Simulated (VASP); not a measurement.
Wanted: the native input for a VASP 6.6.1 run.

* Task: single point
* Functional: LDA
* Potentials or basis: VASP PAW LDA potentials, release 64 (Ti_sv)
* Cutoff: 520 eV
* k mesh: 7 × 7 × 10
* Occupations: fermi-dirac, width 0.15 eV
* Spin: no spin polarisation
* Dipole correction: no
* Further INCAR settings: ALGO = Normal; EDIFF = 1e-07; NBANDS = 25

The structure of Ti lies in POSCAR:

```
Ti
1.0
    4.6304644640      0.0000000000      0.0000000000
   -2.3152322320      4.0101000007      0.0000000000
    0.0000000000      0.0000000000      2.8386760410
Ti
3
Direct
    0.0000000000      0.0000000000      0.0000000000
    0.3333333333      0.6666666667      0.5000000000
    0.6666666667      0.3333333333      0.5000000000
```

This isn't the form of Ti at room conditions, which is hcp.

These files were run (other wordings do the same):

INCAR

```
ALGO = Normal ; EDIFF = 1E-7
ENCUT = 520 ; ISIF = 2
ISMEAR = -1 ; LASPH = T
LCHARG = T ; LELF = T
LREAL = F ; LVHAR = T
LWAVE = F ; NBANDS = 25
NELM = 80 ; PREC = Accurate
SIGMA = 0.15
```

KPOINTS

```
k-points
0
Gamma
  7 7 10
```

Potentials or basis: VASP PAW LDA potentials, release 64 (Ti_sv).

The run is started by

```bash
$ cat potpaw_LDA.64/Ti_sv/POTCAR > POTCAR
$ mpirun -np 1 vasp_std > vasp.out
```

It gave:

```
Pressure               : -10.5 GPa
Band gap on the k mesh : zero (bands 18 and 19 overlap by 0.24 eV)
```

Caveat: the cell stands under tension.

Wall time 2.2 min on 1 thread of AMD EPYC 7R43 64-Core Processor (Zen 3), on a shared host, peak memory 0.14 GiB.
